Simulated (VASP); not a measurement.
# MnO in VASP: further runs, part 2 of 2

VASP 6.6.1. The steps go on from the part before.

## Step 3: Single point, PBEsol+U, collinear spin, ferromagnetic start

The input, INCAR:

```
PREC     = Accurate       # precision mode
ENCUT    = 600            # plane-wave cutoff, eV
EDIFF    = 1E-6           # SCF threshold, eV
ISMEAR   = -1             # smearing method
SIGMA    = 0.15           # smearing width, eV
LREAL    = False          # projectors in reciprocal space
LASPH    = True           # aspherical terms in the spheres
NELM     = 200            # most SCF steps
ALGO     = Normal         # electronic algorithm
ISIF     = 2              # what is computed and relaxed
LWAVE    = False          # write WAVECAR
LCHARG   = False          # write CHGCAR
ISPIN    = 2              # spin polarisation
MAGMOM   = 4 4 0 0        # initial moments
LORBIT   = 11             # projections on sites
LMAXMIX  = 4              # l up to which the mixer works
LDAU     = True           # DFT+U
LDAUTYPE = 2            
LDAUL    = 2 -1           # shell
LDAUU    = 4.5 0          # U, eV
LDAUJ    = 0 0          
LDAUPRINT= 1            
GGA      = PS             # functional
NBANDS   = 31             # bands
GGA_COMPAT= False
```

The input, KPOINTS:

```
regular mesh
0
Gamma
  6 6 3
```

The input, POSCAR:

```
MnO
1.0
    3.3717000000      0.0000000000      0.0000000000
   -1.6858500000      2.9199780000      0.0000000000
    0.0000000000      0.0000000000      5.3855000000
Mn O
2 2
Direct
    0.3333333333      0.6666666667      0.0109600000
    0.6666666667      0.3333333333      0.5109600000
    0.3483333333      0.6666666667      0.3754700000
    0.6666666667      0.3333333333      0.8754700000
```

Potentials or basis: VASP PAW PBE potentials, release 64 (Mn_pv, O).

Launch:

```bash
$ cat potpaw_PBE.64/Mn_pv/POTCAR potpaw_PBE.64/O/POTCAR > POTCAR
$ mpirun -np 1 vasp_std > vasp.out
```

OUTCAR:

```text
PREC = Accurate
   ENCUT = 600
   EDIFF = 1E-6
   ISMEAR = -1
   LREAL = False
   LASPH = True
   NELM = 200
   ISIF = 2
   ISPIN = 2
   LORBIT = 11
   GGA = PS

 ion  position               nearest neighbor table
   1  0.333  0.667  0.011-   3 1.96   4 2.08   4 2.08   4 2.08
   2  0.667  0.333  0.511-   4 1.96   3 2.04   3 2.08   3 2.12
   3  0.348  0.667  0.375-   1 1.96   2 2.04   2 2.08   2 2.12
   4  0.667  0.333  0.875-   2 1.96   1 2.08   1 2.08   1 2.08

  LATTYP: Found a hexagonal cell.
 ALAT       =     3.3717000000
 C/A-ratio  =     1.5972654744

  Lattice vectors:

 A1 = (   3.3717000000,   0.0000000000,   0.0000000000)
 A2 = (  -1.6858500000,   2.9199780000,   0.0000000000)
 A3 = (   0.0000000000,   0.0000000000,   5.3855000000)

Analysis of symmetry for initial positions (statically):
=====================================================================
 Subroutine PRICEL returns:
 Original cell was already a primitive cell.
[... 1907 lines left out ...]

  FORCE on cell =-STRESS in cart. coord.  units (eV):
  Direction    XX          YY          ZZ          XY          YZ          ZX
  --------------------------------------------------------------------------------------
  -------------------------------------------------------------------------------------
  Total        1.0063563      0.9811746      4.1175141     -0.3425636     -0.0238734      0.2906764
  in kB       30.4093974     29.6484748    124.4202711    -10.3513554     -0.7213906      8.7834648
  external PRESSURE =      61.4927145 kB  Pullay stress =       0.0000000 kB

 VOLUME and BASIS-vectors are now :
 -----------------------------------------------------------------------------
  energy-cutoff  :      600.00
  volume of cell :       53.02
      direct lattice vectors                 reciprocal lattice vectors
     3.371700000  0.000000000  0.000000000     0.296586292  0.171234167  0.000000000
    -1.685850000  2.919978000  0.000000000     0.000000000  0.342468334  0.000000000
     0.000000000  0.000000000  5.385500000     0.000000000  0.000000000  0.185683781

 POSITION                                       TOTAL-FORCE (eV/Angst)
 -----------------------------------------------------------------------------------
     -0.00000      1.94665      0.05903        -0.023270     -0.000516     -0.874414
      1.68585      0.97333      2.75178         0.324785     -0.031446     -0.862668
      0.05058      1.94665      2.02209        -0.327521      0.032890      0.854614
      1.68585      0.97333      4.71484         0.026006     -0.000928      0.882468
 -----------------------------------------------------------------------------------
    total drift:                                0.000216      0.000070     -0.000196

  FREE ENERGIE OF THE ION-ELECTRON SYSTEM (eV)
  ---------------------------------------------------
  free  energy   TOTEN  =       -31.8195086179 eV

  energy  without entropy=      -31.8100187530  energy(sigma->0) =      -31.81476369

 total charge

# of ion       s       p       d       tot
------------------------------------------
    1        0.248   6.239   4.957  11.444
    2        0.249   6.240   4.958  11.447
    3        1.544   3.471   0.000   5.015
    4        1.544   3.470   0.000   5.015
--------------------------------------------------
tot          3.586  19.420   9.915  32.920

 magnetization (x)

# of ion       s       p       d       tot
------------------------------------------
    1        0.036   0.056   4.506   4.598
    2        0.036   0.057   4.504   4.597
    3        0.012   0.086   0.000   0.098
    4        0.012   0.086   0.000   0.098
--------------------------------------------------
tot          0.096   0.284   9.010   9.391
```

OSZICAR:

```text
N       E                     dE             d eps       ncg     rms          rms(c)
DAV:   1     0.481632715123E+03    0.48163E+03   -0.22812E+04  6960   0.159E+03
DAV:   2     0.695329774525E+01   -0.47468E+03   -0.44174E+03  7106   0.462E+02
DAV:   3    -0.322757847360E+02   -0.39229E+02   -0.38485E+02  7945   0.140E+02
DAV:   4    -0.329265282915E+02   -0.65074E+00   -0.65015E+00  7252   0.191E+01
DAV:   5    -0.329331081779E+02   -0.65799E-02   -0.65797E-02  8008   0.202E+00    0.225E+01
DAV:   6    -0.312584829496E+02    0.16746E+01   -0.25383E+01  8401   0.498E+01    0.224E+01
DAV:   7    -0.318533032392E+02   -0.59482E+00   -0.31563E+00  6975   0.200E+01    0.132E+01
DAV:   8    -0.318139794141E+02    0.39324E-01   -0.55350E-01  7875   0.535E+00    0.819E+00
DAV:   9    -0.318181155034E+02   -0.41361E-02   -0.94212E-02  7175   0.296E+00    0.915E-01
DAV:  10    -0.318186691949E+02   -0.55369E-03   -0.29679E-02  7370   0.178E+00    0.282E-01
DAV:  11    -0.318192715203E+02   -0.60233E-03   -0.22348E-03  7504   0.362E-01    0.158E-01
DAV:  12    -0.318194554115E+02   -0.18389E-03   -0.12876E-04  7659   0.138E-01    0.476E-02
DAV:  13    -0.318195045855E+02   -0.49174E-04   -0.48806E-05  7182   0.465E-02    0.269E-02
DAV:  14    -0.318195069293E+02   -0.23438E-05   -0.74866E-06  7728   0.183E-02    0.771E-03
DAV:  15    -0.318195084433E+02   -0.15141E-05   -0.18409E-06  6083   0.778E-03    0.460E-03
DAV:  16    -0.318195086179E+02   -0.17457E-06   -0.23102E-07  4424   0.344E-03
   1 F= -.31819509E+02 E0= -.31814764E+02  d E =-.948986E-02  mag=     9.9979
```

It took 5 min on 1 thread of Oxide Virtual Turin-like, shared host; peak memory 0.28 GiB.

What came out:

```
Free energy                                           : -31.8195 eV
Pressure                                              : 6.1 GPa
Largest force                                         : 0.922 eV/Å
Band gap on the k mesh                                : 0.09 eV
Net moment                                            : 10.00 μB per cell
Site moments                                          : Mn +4.60; O +0.10 μB
Valence electrons inside the program's atomic spheres : Mn 11.44, 11.45; O 5.01
```

Forces in eV/Å, atoms in the order of the input:
```
Mn  -0.023 -0.001 -0.874
Mn   0.325 -0.031 -0.863
O   -0.328  0.033  0.855
O    0.026 -0.001  0.882
```

Levels at points of the mesh, in eV from the valence-band top:
Spin up:
| k point | band 21 | band 22 | band 23 | band 24 | band 25 | band 26 | band 27 | band 28 |
| --- | --- | --- | --- | --- | --- | --- | --- | --- |
| (0.00, 0.00, 0.00) | -1.11 | -0.67 | -0.06 | 0.00 | 0.09 | 4.47 | 6.34 | 12.08 |
| (0.50, 0.00, 0.00) | -2.54 | -2.49 | -1.05 | -0.71 | 4.67 | 4.97 | 6.20 | 8.14 |
| (0.00, 0.50, 0.00) | -2.54 | -2.52 | -1.10 | -0.76 | 4.68 | 4.97 | 6.31 | 8.17 |
| (0.50, 0.50, 0.00) | -2.61 | -2.49 | -1.14 | -0.82 | 4.69 | 4.99 | 6.42 | 8.20 |
Spin down:
| k point | band 11 | band 12 | band 13 | band 14 | band 15 | band 16 | band 17 | band 18 |
| --- | --- | --- | --- | --- | --- | --- | --- | --- |
| (0.00, 0.00, 0.00) | -3.68 | -3.65 | -3.58 | -3.52 | 0.61 | 3.36 | 3.74 | 3.76 |
| (0.50, 0.00, 0.00) | -4.38 | -3.79 | -3.71 | -3.64 | 2.43 | 2.81 | 3.57 | 4.23 |
| (0.00, 0.50, 0.00) | -4.35 | -3.82 | -3.67 | -3.63 | 2.46 | 2.77 | 3.49 | 4.19 |
| (0.50, 0.50, 0.00) | -4.31 | -3.85 | -3.66 | -3.59 | 2.50 | 2.72 | 3.39 | 4.16 |

Eigenvalues of the final occupation matrices:
```
    site  spin  trace               eigenvalues
site 1 d     1   4.75  0.95 0.95 0.95 0.95 0.95
site 1 d     2   0.23  0.02 0.02 0.06 0.06 0.07
site 2 d     1   4.75  0.95 0.95 0.95 0.95 0.95
site 2 d     2   0.23  0.02 0.02 0.05 0.06 0.07
```

Caveat: the stress differs along the axes, from 3 to 12 GPa; the smearing spreads over this small gap; the PAW data sets were made with another functional, which shifts forces and pressure a little; the run started ferromagnetic, and an antiferromagnetic order may lie lower in energy.

## Step 4: Single point, PBEsol+U, collinear spin, ferromagnetic start

The input, INCAR:

```
SYSTEM = MnO
ALGO = Normal ; EDIFF = 1E-6
ENCUT = 600 ; GGA = PS
GGA_COMPAT = .False. ; ISIF = 2
ISMEAR = -1 ; ISPIN = 2
LASPH = .True. ; LCHARG = .False.
LDAU = .True. ; LDAUJ = 0 0
LDAUL = 2 -1 ; LDAUPRINT = 1
LDAUTYPE = 2 ; LDAUU = 4.5 0
LMAXMIX = 4 ; LORBIT = 11
LREAL = .False. ; LWAVE = .False.
MAGMOM = 4 4 0 0 ; NBANDS = 31
NELM = 200 ; PREC = Accurate
SIGMA = 0.15
```

The input, KPOINTS:

```
k-points
0
Gamma
  6 6 3
  0 0 0
```

POSCAR, as its differences from that of step 3:

```diff
@@ -10,3 +10,3 @@
     0.6666666667      0.3333333333      0.5109600000
-    0.3483333333      0.6666666667      0.3754700000
+    0.3633333333      0.6666666667      0.3754700000
     0.6666666667      0.3333333333      0.8754700000
```

Launch:

```bash
$ cat potpaw_PBE.64/Mn_pv/POTCAR potpaw_PBE.64/O/POTCAR > POTCAR
$ mpirun -np 1 vasp_std > vasp.out
```

It took 4.8 min on 1 thread of Oxide Virtual Turin-like, shared host; peak memory 0.28 GiB.

The run converged. Its results:

```
Free energy                                           : -31.7944 eV
Pressure                                              : 6.4 GPa
Largest force                                         : 1.048 eV/Å
Band gap on the k mesh                                : 0.07 eV
Net moment                                            : 10.00 μB per cell
Site moments                                          : Mn +4.60, +4.59; O +0.10 μB
Valence electrons inside the program's atomic spheres : Mn 11.44, 11.45; O 5.02, 5.01
```

Forces on the atoms (eV/Å):
```
Mn  -0.045 -0.002 -0.852
Mn   0.660 -0.126 -0.805
O   -0.667  0.132  0.773
O    0.052 -0.004  0.884
```

Stress tensor (GPa, compression positive):
```
 3.46 -2.10  1.77
-2.10  3.17 -0.29
 1.77 -0.29 12.47
```

Levels at points of the mesh, in eV from the valence-band top:
Spin up:
| k point | band 21 | band 22 | band 23 | band 24 | band 25 | band 26 | band 27 | band 28 |
| --- | --- | --- | --- | --- | --- | --- | --- | --- |
| (0.00, 0.00, 0.00) | -1.14 | -0.71 | -0.13 | 0.00 | 0.07 | 4.44 | 6.29 | 12.01 |
| (0.50, 0.00, 0.00) | -2.59 | -2.47 | -1.04 | -0.69 | 4.62 | 4.92 | 6.05 | 8.07 |
| (0.00, 0.50, 0.00) | -2.56 | -2.56 | -1.14 | -0.78 | 4.63 | 4.93 | 6.27 | 8.13 |
| (0.50, 0.50, 0.00) | -2.70 | -2.50 | -1.23 | -0.90 | 4.65 | 4.96 | 6.49 | 8.19 |
Spin down:
```
           k point  band 12  band 13  band 14  band 15  band 16  band 17
(0.00, 0.00, 0.00)    -3.68    -3.62    -3.51     0.57     3.32     3.69
(0.50, 0.00, 0.00)    -3.82    -3.79    -3.68     2.36     2.82     3.61
(0.00, 0.50, 0.00)    -3.86    -3.70    -3.67     2.42     2.74     3.45
(0.50, 0.50, 0.00)    -3.93    -3.69    -3.57     2.49     2.65     3.26
```

Eigenvalues of the final occupation matrices:
```csv
site,spin,trace,eigenvalues
site 1 d,1,4.75,0.95 0.95 0.95 0.95 0.95
site 1 d,2,0.23,0.02 0.02 0.06 0.06 0.07
site 2 d,1,4.75,0.94 0.95 0.95 0.95 0.95
site 2 d,2,0.24,0.02 0.02 0.05 0.06 0.07
```

Caveat: the stress differs along the axes, from 3 to 12 GPa; the smearing spreads over this small gap; the PAW data sets were made with another functional, which shifts forces and pressure a little; the run started ferromagnetic, and an antiferromagnetic order may lie lower in energy.

## Step 5: The runs side by side

| cell | gap on the mesh (eV) | pressure (GPa) | moment (μB) | largest force (eV/Å) |
| --- | --- | --- | --- | --- |
| as given, atomic positions A | 0.12 | 6.1 | 10.00 | 0.88 |
| as given, atomic positions B | 0.09 | 6.1 | 10.00 | 0.92 |
| as given, atomic positions C | 0.07 | 6.4 | 10.00 | 1.05 |

Alike in all rows: task single point; level PBEsol+U; potentials or basis VASP PAW PBE potentials, release 64 (Mn_pv, O); spin collinear, ferromagnetic start; Mn d U = 4.5 eV; k mesh 6 × 6 × 3; cutoff (eV) 600; smearing fermi-dirac 0.15 eV.

Caveats: the stress differs along the axes, from 3 to 12 GPa; the smearing spreads over this small gap; the PAW data sets were made with another functional, which shifts forces and pressure a little; the run started ferromagnetic, and an antiferromagnetic order may lie lower in energy.

Absolute energies hang on the potentials; compare differences alone.
